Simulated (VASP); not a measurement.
**Au: single point with PBE**

The system is Au.

```xyz
2
Lattice="0.0000 3.0817 3.0817 3.0817 0.0000 3.0817 3.0817 3.0817 0.0000" Properties=species:S:1:pos:R:3 pbc="T T T"
Au    0.0000    0.0000    0.0000
Au    1.5408    1.5408    1.5408
```

This isn't the form of Au at room conditions, which is fcc.

- Program: VASP 6.6.1
- Task: single point
- Functional: PBE
- Potentials or basis: VASP PAW PBE potentials, release 64 (Au)
- Cutoff: 520 eV
- k mesh: 16 × 16 × 16
- Occupations: fermi-dirac, width 0.0612256 eV
- Spin: no spin polarisation

```
Pressure               : -0.1 GPa
Band gap on the k mesh : zero (bands 11 and 12 overlap by 0.64 eV)
```

Levels at points of the mesh, in eV from the Fermi level:
| k point | band 7 | band 8 | band 9 | band 10 | band 11 | band 12 | band 13 | band 14 | band 15 | band 16 |
| --- | --- | --- | --- | --- | --- | --- | --- | --- | --- | --- |
| (0.00, 0.00, 0.00) | -2.24 | -2.24 | -2.24 | -1.28 | -1.28 | 8.43 | 9.44 | 9.44 | 9.44 | 9.81 |
| (0.50, 0.00, 0.00) | -2.01 | -2.01 | -1.40 | -1.40 | -0.75 | -0.39 | 6.70 | 6.70 | 8.60 | 9.80 |
| (0.50, 0.50, 0.00) | -2.69 | -2.69 | -1.24 | -1.24 | 0.25 | 0.25 | 3.76 | 3.76 | 7.95 | 7.95 |

Wall time 32 s on 1 thread of Intel(R) Xeon(R) 6975P-C (Granite Rapids), on a shared host, peak memory 0.26 GiB.

Caveat: spin-orbit coupling is left out, which moves the levels of the heavy elements.
